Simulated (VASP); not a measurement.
# GaN (P6_3mc) in VASP: notebook

GaN is run at these levels: PBE; tasks: relaxation of cell and atoms, relaxation of shape and atoms at fixed volume.

Everything below comes from runs of VASP 6.6.1. Logs are shortened: lines on timing, memory, paths and dates and some standing lists are left out, and cuts for length are marked.

## 1. The cell of the first run

Symmetry: P6_3mc, No. 186, hexagonal system. Conventional cell: a = 3.200 Å, b = 3.200 Å, c = 5.214 Å, α = 90.00°, β = 90.00°, γ = 120.00°. Within 2.6 Å of Ga (site symmetry 3m) lie 4 N at 1.96 Å. Within 2.6 Å of N (site symmetry 3m) lie 4 Ga at 1.96 Å.

## 2. Relaxation of cell and atoms, PBE, target pressure 8 GPa, at which the enthalpy is minimised

INCAR reads:

```
  PREC = Accurate
  ENCUT = 600
  EDIFF = 1E-6
  ISMEAR = 0
  SIGMA = 0.01
  LREAL = F
  LASPH = T
  NELM = 80
  ALGO = Normal
  ISIF = 3
  LWAVE = F
  LCHARG = F
  GGA = PE
  IBRION = 2
  NSW = 80
  EDIFFG = -0.001
  PSTRESS = 80.0
```

KPOINTS reads:

```
Automatic mesh
0
Gamma
  12 12 6
```

POSCAR reads:

```
GaN
1.0
    3.2004573628      0.0000000000      0.0000000000
   -1.6002286814      2.7716773799      0.0000000000
    0.0000000000      0.0000000000      5.2140070602
Ga N
2 2
Direct
    0.3333333333      0.6666666667     -0.0008377401
    0.6666666667      0.3333333333      0.4991622599
    0.3333333333      0.6666666667      0.3758377401
    0.6666666667      0.3333333333      0.8758377401
```

Potentials or basis: VASP PAW PBE potentials, release 64 (Ga_d, N).

On the command line:

```bash
$ cat potpaw_PBE.64/Ga_d/POTCAR potpaw_PBE.64/N/POTCAR > POTCAR
$ mpirun -np 1 vasp_std > vasp.out
```

OUTCAR:

```text
PREC = Accurate
   ENCUT = 600
   EDIFF = 1E-6
   ISMEAR = 0
   LREAL = F
   LASPH = T
   NELM = 80
   ISIF = 3
   GGA = PE
   IBRION = 2
   NSW = 80
   EDIFFG = -0.001
   PSTRESS = 80.0

 ion  position               nearest neighbor table
   1  0.333  0.667  0.999-   4 1.96   4 1.96   4 1.96   3 1.96
   2  0.667  0.333  0.499-   3 1.96   3 1.96   3 1.96   4 1.96
   3  0.333  0.667  0.376-   2 1.96   2 1.96   2 1.96   1 1.96
   4  0.667  0.333  0.876-   1 1.96   1 1.96   1 1.96   2 1.96

  LATTYP: Found a hexagonal cell.
 ALAT       =     3.2004573628
 C/A-ratio  =     1.6291443594

  Lattice vectors:

 A1 = (   3.2004573628,   0.0000000000,   0.0000000000)
 A2 = (  -1.6002286814,   2.7716773799,   0.0000000000)
 A3 = (   0.0000000000,   0.0000000000,   5.2140070602)

Analysis of symmetry for initial positions (statically):
=====================================================================
 Subroutine PRICEL returns:
 Original cell was already a primitive cell.

 Routine SETGRP: Setting up the symmetry group for a
 hexagonal supercell.

 Subroutine GETGRP returns: Found 12 space group operations
 (whereof  6 operations were pure point group operations)
 out of a pool of 24 trial point group operations.

The static configuration has the point symmetry C_3v.
 The point group associated with its full space group is C_6v.

Analysis of symmetry for dynamics (positions and initial velocities):
=====================================================================
 Subroutine PRICEL returns:
 Original cell was already a primitive cell.

 Routine SETGRP: Setting up the symmetry group for a
 hexagonal supercell.

 Subroutine GETGRP returns: Found 12 space group operations
 (whereof  6 operations were pure point group operations)
 out of a pool of 24 trial point group operations.

The dynamic configuration has the point symmetry C_3v.
 The point group associated with its full space group is C_6v.

 Subroutine INISYM returns: Found 12 space group operations
 (whereof  6 operations are pure point group operations),
 and found     1 'primitive' translations

----------------------------------------------------------------------------------------

                                     Primitive cell

  volume of cell :      46.2516

  direct lattice vectors                    reciprocal lattice vectors
     3.200457363  0.000000000  0.000000000     0.312455342  0.180396176  0.000000000
    -1.600228681  2.771677380  0.000000000     0.000000000  0.360792352  0.000000000
     0.000000000  0.000000000  5.214007060     0.000000000  0.000000000  0.191791071

  length of vectors
     3.200457363  3.200457363  5.214007060     0.360792352  0.360792352  0.191791071

  position of ions in fractional coordinates (direct lattice)
     0.333333333  0.666666667  0.999162260
     0.666666667  0.333333333  0.499162260
     0.333333333  0.666666667  0.375837740
     0.666666667  0.333333333  0.875837740

  ion indices of the primitive-cell ions
   primitive index   ion index
                 1           1
                 2           2
                 3           3
                 4           4

----------------------------------------------------------------------------------------

 KPOINTS: Automatic mesh

Automatic generation of k-mesh.
 Grid dimensions read from file:
 generate k-points for:   12   12    6

 Generating k-lattice:

  Cartesian coordinates                     Fractional coordinates (reciprocal lattice)
     0.026037945  0.015033015  0.000000000     0.083333333  0.000000000  0.000000000
     0.000000000  0.030066029  0.000000000     0.000000000  0.083333333  0.000000000
     0.000000000  0.000000000  0.031965179     0.000000000  0.000000000  0.166666667

  Length of vectors
     0.030066029  0.030066029  0.031965179

  Shift w.r.t. Gamma in fractional coordinates (k-lattice)
     0.000000000  0.000000000  0.000000000

 Subroutine IBZKPT returns following result:
 ===========================================

 Found     76 irreducible k-points:

 Following reciprocal coordinates:
            Coordinates               Weight
  0.000000  0.000000  0.000000      1.000000
  0.083333 -0.000000  0.000000      6.000000
  0.166667  0.000000  0.000000      6.000000
  0.250000 -0.000000  0.000000      6.000000
  0.333333 -0.000000  0.000000      6.000000
  0.416667  0.000000  0.000000      6.000000
[... 16 lines left out ...]
  0.250000 -0.000000  0.166667     12.000000
  0.333333 -0.000000  0.166667     12.000000
 [... further k-points ...]
   k-points           NKPTS =     76   k-points in BZ     NKDIM =     76   number of bands    NBANDS=     22
   number of dos      NEDOS =    301   number of ions     NIONS =      4
   total plane-waves  NPLWV =  32928
   dimension x,y,z NGX =    28 NGY =   28 NGZ =   42
   dimension x,y,z NGXF=    56 NGYF=   56 NGZF=   84
   ions per type =               2   2
   NGX,Y,Z   is equivalent  to a cutoff of  14.54, 14.54, 13.39 a.u.
   NGXF,Y,Z  is equivalent  to a cutoff of  29.09, 29.09, 26.78 a.u.
 SYSTEM =  unknown system
   PREC   = accura    normal or accurate (medium, high low for compatibility)
   ISTART =      0    job   : 0-new  1-cont  2-samecut
   ICHARG =      2    charge: 1-file 2-atom 10-const
   ISPIN  =      1    spin polarized calculation?
   LNONCOLLINEAR =      F non collinear calculations
   LSORBIT =      F    spin-orbit coupling
   LASPH  =      T    aspherical Exc in radial PAW
   ENCUT  =  600.0 eV  44.10 Ry    6.64 a.u.   6.39  6.39 10.41*2*pi/ulx,y,z
   NELM   =     80;   NELMIN=  2; NELMDL= -5     # of ELM steps
   EDIFF  = 0.1E-05   stopping-criterion for ELM
   LREAL  =      F    real-space projection
   EDIFFG = -.1E-02   stopping-criterion for IOM
   NSW    =     80    number of steps for IOM
   IBRION =      2    ionic relax: 0-MD 1-quasi-New 2-CG
   NFREE  =      1    steps in history (QN), initial steepest desc. (CG)
   ISIF   =      3    stress and relaxation
   ISYM   =      2    0-nonsym 1-usesym 2-fastsym
   POTIM  = 0.5000    time-step for ionic-motion
   TEBEG  =    0.0;   TEEND  =   0.0 temperature during run
   PSTRESS=   80.0 pullay stress
   NELECT =      36.0000    total number of electrons
   NUPDOWN=      -1.0000    fix difference up-down
   EMIN   =  10.00;   EMAX   =-10.00  energy-range for DOS
   EFERMI =   0.00;   METHOD = LEGACY
   ISMEAR =     0;   SIGMA  =   0.01  broadening in eV -4-tet -1-fermi 0-gaus
   EFERMI_NEDOS =   21; number of points for ismear=-14 and -15
   IALGO  =     38    algorithm
   IMIX   =      4    mixing-type and parameters
     AMIX     =   0.40;   BMIX     =  1.00
     AMIX_MAG =   1.60;   BMIX_MAG =  1.00
  volume/ion in A,a.u.               =      11.56        78.03
  Fermi-wavevector in a.u.,A,eV,Ry     =   1.505914  2.845765 30.854986  2.267777
  Thomas-Fermi vector in A             =   2.616700
   LORBIT       =      0    0 simple, 1 ext, 2 COOP (PROOUT), +10 PAW based schemes
   GGA     = PE    functional components
   LHFCALC =     F    Hartree Fock is set to
   AEXX    =    0.0000 exact exchange contribution
   IVDW    =     0    specifies the selected vdW correction
   LEPSILON=     F    determine dielectric tensor
   LRPA    =     F    only Hartree local field effects (RPA)
 conjugate gradient relaxation of ions
 non-spin polarized calculation
 Gauss-broadening in eV      SIGMA  =   0.01
  energy-cutoff  :      600.00
  volume of cell :       46.25
 maximum number of plane-waves:      1578
 NGX is ok and might be reduce to    28
   NGX = 13   NGY = 13   NGZ = 21

--------------------------------------- Ionic step        1  -------------------------------------------

 number of electron      35.9999999 magnetization

 Free energy of the ion-electron system (eV)
  ---------------------------------------------------
  ext. energy  EPLUGINS =         0.00000000
  ---------------------------------------------------
  free energy    TOTEN  =       -24.32285966 eV

  energy without entropy =      -24.32285966  energy(sigma->0) =      -24.32285966

------------------------ aborting loop because EDIFF is reached ----------------------------------------

  FORCE on cell =-STRESS in cart. coord.  units (eV):
  Direction    XX          YY          ZZ          XY          YZ          ZX
  --------------------------------------------------------------------------------------
  -------------------------------------------------------------------------------------
  Total        0.8360224      0.8360224      0.8470670      0.0000000      0.0000000      0.0000000
  in kB       28.9602412     28.9602412     29.3428317      0.0000000      0.0000000      0.0000000
  external PRESSURE =     -50.9122286 kB  Pullay stress =      80.0000000 kB
[... 99 lines left out ...]
  FREE ENERGIE OF THE ION-ELECTRON SYSTEM (eV)
  ---------------------------------------------------
  free  energy   TOTEN  =       -24.2827869240 eV

  energy  without entropy=      -24.2827869240  energy(sigma->0) =      -24.28278692

  enthalpy is  TOTEN    =       -22.0328401137 eV   P V=        2.2499468103

[... ionic steps 4 to 29 ...]

--------------------------------------- Ionic step       30  -------------------------------------------

 number of electron      35.9999993 magnetization

------------------------ aborting loop because EDIFF is reached ----------------------------------------

  FORCE on cell =-STRESS in cart. coord.  units (eV):
  Direction    XX          YY          ZZ          XY          YZ          ZX
  --------------------------------------------------------------------------------------
  -------------------------------------------------------------------------------------
  Total        2.2591015      2.2591015      2.2455406      0.0000000      0.0000000      0.0000000
  in kB       80.3346139     80.3346139     79.8523833      0.0000000      0.0000000      0.0000000
  external PRESSURE =       0.1738704 kB  Pullay stress =      80.0000000 kB
[... 65 lines left out ...]
  enthalpy is  TOTEN    =       -22.0328434973 eV   P V=        2.2496843057

--------------------------------------- Ionic step       32  -------------------------------------------

 number of electron      35.9999993 magnetization

 Free energy of the ion-electron system (eV)
  ---------------------------------------------------
  ext. energy  EPLUGINS =         0.00000000
  ---------------------------------------------------
  free energy    TOTEN  =       -24.28253295 eV

  energy without entropy =      -24.28253295  energy(sigma->0) =      -24.28253295

 E-fermi :   5.5140     XC(G=0): -11.7446

 val. band max:        5.4727837852   @ k =   0.0000   0.0000   0.0000
 cond. band min:       7.4759309712   @ k =   0.0000   0.0000   0.0000
 fundamental gap:      2.0031471860
 Fermi energy:         5.5139599917

 k-point     1 :       0.0000    0.0000    0.0000
  band No.  band energies     occupation
      1     -10.6290      2.00000
      2      -9.6623      2.00000
      3      -7.9790      2.00000
      4      -7.9629      2.00000
      5      -7.9629      2.00000
      6      -7.8989      2.00000
[... 574 lines left out ...]
      6      -7.7496      2.00000
[... 14 lines left out ...]
     21      12.5554      0.00000
     22      13.8258      0.00000

 [... further k-points ...]

------------------------ aborting loop because EDIFF is reached ----------------------------------------

  FORCE on cell =-STRESS in cart. coord.  units (eV):
  Direction    XX          YY          ZZ          XY          YZ          ZX
  --------------------------------------------------------------------------------------
  -------------------------------------------------------------------------------------
  Total        2.2482736      2.2482736      2.2518071      0.0000000      0.0000000      0.0000000
  in kB       79.9496518     79.9496518     80.0753066      0.0000000      0.0000000      0.0000000
  external PRESSURE =      -0.0084633 kB  Pullay stress =      80.0000000 kB
[... 19 lines left out ...]
  FREE ENERGIE OF THE ION-ELECTRON SYSTEM (eV)
  ---------------------------------------------------
  free  energy   TOTEN  =       -24.2825329464 eV

  energy  without entropy=      -24.2825329464  energy(sigma->0) =      -24.28253295

  enthalpy is  TOTEN    =       -22.0328435258 eV   P V=        2.2496894205

 reached required accuracy - stopping structural energy minimisation
```

Wall time 19 min (1 thread of Intel Xeon 8259CL, shared host); peak memory 0.25 GiB.

Results:

```yaml
Free_energy: -24.2825 eV
Relaxed_volume: 11.26 Å³/atom
Relaxed_cell: a = 3.172 Å, b = 3.172 Å, c = 5.169 Å, α = 90.00°, β = 90.00°, γ = 120.00°
Space_group_after_relaxing_to_0.1_Å: P6_3mc (No. 186)
Energy_change_on_relaxing_the_run_minimises_the_enthalpy: +10.1 meV/atom
Ionic_steps: 32
Pressure_after_relaxing: 8.0 GPa
Band_gap_on_the_k_mesh: 2.00 eV
```

The path:
```
step  energy change (eV)  largest force (eV/Å)  pressure (GPa)  volume (Å³)
   1              0.0000                0.0000            2.91        46.25
   2              0.1234                0.0125           13.99        43.84
   3              0.0401                0.0057            8.01        45.06
   4              0.0389                0.0056            7.54        45.08
   5              0.0397                0.0010            8.02        45.07
   6              0.0394                0.0022            7.91        45.07
   7              0.0396                0.0013            8.04        45.07
   8              0.0395                0.0018            7.96        45.07
   9              0.0396                0.0006            7.91        45.07
  10              0.0396                0.0024            7.96        45.07
  11              0.0396                0.0021            7.96        45.07
  12              0.0403                0.0047            8.05        45.06
  13              0.0399                0.0014            7.97        45.06
  14              0.0400                0.0031            7.96        45.06
  15              0.0401                0.0039            7.97        45.06
  16              0.0402                0.0045            8.01        45.06
  17              0.0402                0.0019            7.98        45.06
  18              0.0406                0.0016            8.05        45.05
  19              0.0403                0.0039            8.03        45.05
  20              0.0403                0.0054            7.99        45.06
  21              0.0403                0.0021            7.99        45.06
  22              0.0403                0.0024            8.01        45.05
  23              0.0404                0.0007            8.00        45.05
  24              0.0404                0.0016            7.99        45.05
  25              0.0404                0.0002            8.01        45.05
  26              0.0404                0.0009            8.00        45.05
  27              0.0404                0.0015            8.00        45.05
  28              0.0402                0.0020            7.99        45.06
  29              0.0403                0.0012            8.00        45.06
  30              0.0403                0.0010            8.02        45.06
  31              0.0403                0.0013            8.02        45.05
  32              0.0403                0.0003            8.00        45.06
```

Final structure:
```yaml
crystal:
  lattice:
    - [3.17244, 0.00000, 0.00000]
    - [-1.58622, 2.74741, 0.00000]
    - [0.00000, 0.00000, 5.16923]
  atoms:
    - { symbol: Ga, position: [0.33333, 0.66667, 0.99922] }
    - { symbol: Ga, position: [0.66667, 0.33333, 0.49922] }
    - { symbol: N, position: [0.33333, 0.66667, 0.37578] }
    - { symbol: N, position: [0.66667, 0.33333, 0.87578] }
```

Levels at points of the mesh, in eV from the valence-band top:
```tsv
k point	band 16	band 17	band 18	band 19	band 20	band 21
(0.00, 0.00, 0.00)	-0.04	0.00	0.00	2.00	4.35	9.27
(0.50, 0.00, 0.00)	-2.79	-2.24	-1.01	5.11	5.64	6.08
(0.00, 0.00, 0.50)	-0.54	-0.54	-0.54	4.34	4.34	8.54
(0.50, 0.00, 0.50)	-1.97	-1.92	-1.92	4.45	4.45	7.85
```

Caveat: the cell is relaxed towards a set pressure, so the run minimises the enthalpy, not the energy.

(Continued in part 2 of 2.)
